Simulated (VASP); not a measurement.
# BN (F-43m) in VASP: settings compared

Aim: see how the results for BN move with the level of theory and the settings. Levels: PBE, r2SCAN, HSE06. Tasks: single point.

All numbers are computed with VASP 6.6.1; they aren't measurements. Logs are shortened: lines on timing, memory, paths and dates and some standing lists are left out, and cuts for length are marked.

## Step 1: The cell of the first run

The structure is cubic, space group F-43m (No. 216). Conventional cell: a = 3.758 Å, b = 3.758 Å, c = 3.758 Å, α = 90.00°, β = 90.00°, γ = 90.00°. B (site symmetry -43m) has 4 N at 1.63 Å within 2.2 Å. Within 2.2 Å of N (site symmetry -43m) lie 4 B at 1.63 Å.

## Step 2: Single point, PBE (strain +4.1%)

Contents of INCAR:

```
SYSTEM = BN
PREC     = Accurate       ! precision mode
ENCUT    = 520            ! plane-wave cutoff, eV
EDIFF    = 1E-6           ! SCF threshold, eV
ISMEAR   = -1             ! smearing method
SIGMA    = 0.02           ! smearing width, eV
LREAL    = .FALSE.        ! projectors in reciprocal space
LASPH    = .TRUE.         ! aspherical terms in the spheres
NELM     = 80             ! most SCF steps
ALGO     = Normal         ! electronic algorithm
ISIF     = 2              ! what is computed and relaxed
LWAVE    = .FALSE.        ! write WAVECAR
LCHARG   = .FALSE.        ! write CHGCAR
GGA      = PE             ! functional
NBANDS   = 11             ! bands
```

Contents of KPOINTS:

```
Automatic mesh
0
G
  12 12 12
  0 0 0
```

Contents of POSCAR:

```
BN
1.0
    0.0000000000      1.8790037797      1.8790037797
    1.8790037797      0.0000000000      1.8790037797
    1.8790037797      1.8790037797      0.0000000000
B N
1 1
Direct
    0.0000000000      0.0000000000      0.0000000000
    0.2500000000      0.2500000000      0.2500000000
```

Potentials or basis: VASP PAW PBE potentials, release 64 (B, N).

Command:

```
> cat potpaw_PBE.64/B/POTCAR potpaw_PBE.64/N/POTCAR > POTCAR
> mpirun -np 1 vasp_std > vasp.out
```

OUTCAR:

```text
SYSTEM = BN
   PREC = Accurate
   ENCUT = 520
   EDIFF = 1E-6
   ISMEAR = -1
   LREAL = .FALSE.
   LASPH = .TRUE.
   NELM = 80
   ISIF = 2
   GGA = PE

 ion  position               nearest neighbor table
   1  0.000  0.000  0.000-   2 1.63   2 1.63   2 1.63   2 1.63
   2  0.250  0.250  0.250-   1 1.63   1 1.63   1 1.63   1 1.63

  LATTYP: Found a face centered cubic cell.
 ALAT       =     3.7580075594

  Lattice vectors:

 A1 = (   0.0000000000,   1.8790037797,   1.8790037797)
 A2 = (   1.8790037797,   0.0000000000,   1.8790037797)
 A3 = (   1.8790037797,   1.8790037797,   0.0000000000)

Analysis of symmetry for initial positions (statically):
=====================================================================
 Subroutine PRICEL returns:
 Original cell was already a primitive cell.

 Routine SETGRP: Setting up the symmetry group for a
 face centered cubic supercell.

 Subroutine GETGRP returns: Found 24 space group operations
 (whereof 24 operations were pure point group operations)
 out of a pool of 48 trial point group operations.

The static configuration has the point symmetry T_d .

Analysis of symmetry for dynamics (positions and initial velocities):
=====================================================================
 Subroutine PRICEL returns:
 Original cell was already a primitive cell.

 Routine SETGRP: Setting up the symmetry group for a
 face centered cubic supercell.

 Subroutine GETGRP returns: Found 24 space group operations
 (whereof 24 operations were pure point group operations)
 out of a pool of 48 trial point group operations.

The dynamic configuration has the point symmetry T_d .

 Subroutine INISYM returns: Found 24 space group operations
 (whereof 24 operations are pure point group operations),
 and found     1 'primitive' translations

----------------------------------------------------------------------------------------

                                     Primitive cell

  volume of cell :      13.2682

  direct lattice vectors                    reciprocal lattice vectors
     0.000000000  1.879003780  1.879003780    -0.266098454  0.266098454  0.266098454
     1.879003780  0.000000000  1.879003780     0.266098454 -0.266098454  0.266098454
     1.879003780  1.879003780  0.000000000     0.266098454  0.266098454 -0.266098454

  length of vectors
     2.657312629  2.657312629  2.657312629     0.460896041  0.460896041  0.460896041
[... 81 lines left out ...]
   EDIFF  = 0.1E-05   stopping-criterion for ELM
   LREAL  =      F    real-space projection
   EDIFFG = 0.1E-04   stopping-criterion for IOM
   NSW    =      0    number of steps for IOM
   IBRION =     -1    ionic relax: 0-MD 1-quasi-New 2-CG
   NFREE  =      0    steps in history (QN), initial steepest desc. (CG)
   ISIF   =      2    stress and relaxation
   ISYM   =      2    0-nonsym 1-usesym 2-fastsym
   POTIM  = 0.5000    time-step for ionic-motion
   TEBEG  =    0.0;   TEEND  =   0.0 temperature during run
   PSTRESS=    0.0 pullay stress
   NELECT =       8.0000    total number of electrons
   NUPDOWN=      -1.0000    fix difference up-down
   EMIN   =  10.00;   EMAX   =-10.00  energy-range for DOS
   EFERMI =   0.00;   METHOD = LEGACY
   ISMEAR =    -1;   SIGMA  =   0.02  broadening in eV -4-tet -1-fermi 0-gaus
   EFERMI_NEDOS =   21; number of points for ismear=-14 and -15
   IALGO  =     38    algorithm
   IMIX   =      4    mixing-type and parameters
     AMIX     =   0.40;   BMIX     =  1.00
     AMIX_MAG =   1.60;   BMIX_MAG =  1.00
  volume/ion in A,a.u.               =       6.63        44.77
  Fermi-wavevector in a.u.,A,eV,Ry     =   1.383037  2.613561 26.025111  1.912792
  Thomas-Fermi vector in A             =   2.507672
   LORBIT       =      0    0 simple, 1 ext, 2 COOP (PROOUT), +10 PAW based schemes
   GGA     = PE    functional components
[... 5 lines left out ...]
 non-spin polarized calculation
  energy-cutoff  :      520.00
  volume of cell :       13.27
 maximum number of plane-waves:       368
   NGX =  9   NGY =  9   NGZ =  9

 number of electron       8.0000001 magnetization

 Free energy of the ion-electron system (eV)
  ---------------------------------------------------
  ext. energy  EPLUGINS =         0.00000000
  ---------------------------------------------------
  free energy    TOTEN  =       -17.30150679 eV

  energy without entropy =      -17.30150679  energy(sigma->0) =      -17.30150679

 E-fermi :   6.4893     XC(G=0): -12.2562

 val. band max:        6.0356216182   @ k =   0.0000   0.0000   0.0000
 cond. band min:      10.3621566165   @ k =   0.5000   0.5000   0.0000
 fundamental gap:      4.3265349983
 Fermi energy:         6.4892868124

 k-point     1 :       0.0000    0.0000    0.0000
  band No.  band energies     occupation
      1     -12.9321      2.00000
      2       6.0356      2.00000
      3       6.0356      2.00000
      4       6.0356      2.00000
      5      14.3036      0.00000
      6      14.3036      0.00000
      7      14.3036      0.00000
      8      14.5570      0.00000
      9      28.6749      0.00000
     10      32.4264      0.00000
     11      32.4264      0.00000
[... 309 lines left out ...]
 k-point    24 :      -0.4167    0.1667    0.0000
  band No.  band energies     occupation
      1      -8.9242      2.00000
      2      -3.0130      2.00000
      3       2.2849      2.00000
      4       3.7542      2.00000
      5      14.7070      0.00000
      6      16.8734      0.00000
      7      17.4111      0.00000
      8      20.2549      0.00000
      9      25.7225      0.00000
     10      29.9939      0.00000
     11      30.4932      0.00000

 [... further k-points ...]

------------------------ aborting loop because EDIFF is reached ----------------------------------------

  FORCE on cell =-STRESS in cart. coord.  units (eV):
  Direction    XX          YY          ZZ          XY          YZ          ZX
  --------------------------------------------------------------------------------------
  -------------------------------------------------------------------------------------
  Total       -2.7290640     -2.7290640     -2.7290640     -0.0000000      0.0000000     -0.0000000
  in kB     -329.5424385   -329.5424385   -329.5424385     -0.0000000      0.0000000     -0.0000000
  external PRESSURE =    -329.5424385 kB  Pullay stress =       0.0000000 kB

 VOLUME and BASIS-vectors are now :
 -----------------------------------------------------------------------------
  energy-cutoff  :      520.00
  volume of cell :       13.27
      direct lattice vectors                 reciprocal lattice vectors
     0.000000000  1.879003780  1.879003780    -0.266098454  0.266098454  0.266098454
     1.879003780  0.000000000  1.879003780     0.266098454 -0.266098454  0.266098454
     1.879003780  1.879003780  0.000000000     0.266098454  0.266098454 -0.266098454

 POSITION                                       TOTAL-FORCE (eV/Angst)
 -----------------------------------------------------------------------------------
      0.00000      0.00000      0.00000        -0.000000     -0.000000     -0.000000
      0.93950      0.93950      0.93950         0.000000      0.000000      0.000000
 -----------------------------------------------------------------------------------
    total drift:                               -0.000000     -0.000000     -0.000000

  FREE ENERGIE OF THE ION-ELECTRON SYSTEM (eV)
  ---------------------------------------------------
  free  energy   TOTEN  =       -17.3015067879 eV

  energy  without entropy=      -17.3015067879  energy(sigma->0) =      -17.30150679
```

stdout:

```text
POSCAR found type information on POSCAR B N
 POSCAR found :  2 types and       2 ions
 scaLAPACK will be used
 LDA part: xc-table for (Slater+PW92), standard interpolation
 POSCAR, INCAR and KPOINTS ok, starting setup
 FFT: planning ... GRIDC
 FFT: planning ... GRID_SOFT
 FFT: planning ... GRID
 WAVECAR not read
 entering main loop
```

Wall time 17 s (1 thread of Intel Xeon 8259CL, shared host); peak memory 0.12 GiB.

What came out:

* Free energy: -17.3015 eV
* Pressure: -33.0 GPa
* Band gap on the k mesh: 4.33 eV (least direct gap 8.27 eV)

Caveat: the cell differs from its parent crystal (strain +4.1%); the cell stands under tension. A k mesh can miss the band edges.

## Step 3: Single point, r2SCAN (strain +4.1%)

POSCAR is that of step 2.

Contents of INCAR.step1:

```
  ALGO = Normal
  EDIFF = 1E-4
  ENCUT = 520
  GGA = PE
  ISMEAR = 0
  LASPH = True
  LCHARG = False
  LREAL = False
  LWAVE = True
  NBANDS = 11
  NELM = 60
  PREC = Accurate
  SIGMA = 0.01
```

Contents of INCAR.step2:

```
  ALGO = Normal
  EDIFF = 1E-6
  ENCUT = 520
  ISIF = 2
  ISMEAR = 0
  ISTART = 1
  LASPH = True
  LCHARG = False
  LMIXTAU = True
  LREAL = False
  LWAVE = False
  METAGGA = R2SCAN
  NBANDS = 11
  NELM = 60
  PREC = Accurate
  SIGMA = 0.01
```

Contents of KPOINTS:

```
k-points
0
Gamma
  12 12 12
```

Potentials or basis: VASP PAW PBE potentials, release 64 (B, N).

Command:

```
> cat potpaw_PBE.64/B/POTCAR potpaw_PBE.64/N/POTCAR > POTCAR
> cp INCAR.step1 INCAR
> mpirun -np 1 vasp_std > vasp.out
> cp INCAR.step2 INCAR
> mpirun -np 1 vasp_std > vasp.out
```

It took 62 s on 1 thread of Intel Xeon 8259CL, shared host; peak memory 0.13 GiB.

The run converged. Its results:

```
Free energy            : -18.9875 eV
Pressure               : -37.2 GPa
Band gap on the k mesh : 4.82 eV (least direct gap 8.96 eV)
```

Levels at points of the mesh, in eV from the valence-band top:
```
           k point  band 1  band 2  band 3  band 4  band 5  band 6  band 7  band 8  band 9
(0.00, 0.00, 0.00)  -20.00    0.00    0.00    0.00    8.96    8.96    8.96    9.13   23.91
(0.50, 0.00, 0.00)  -16.25  -10.04   -1.80   -1.80    9.26   10.81   10.81   15.13   23.19
(0.50, 0.50, 0.00)  -14.99   -8.58   -4.54   -4.54    4.82    9.11   17.46   17.46   20.22
```

Caveat: the cell differs from its parent crystal (strain +4.1%); the cell stands under tension; the PAW data sets were made with another functional, which shifts forces and pressure a little. A k mesh can miss the band edges.

(Continued in part 2 of 2.)
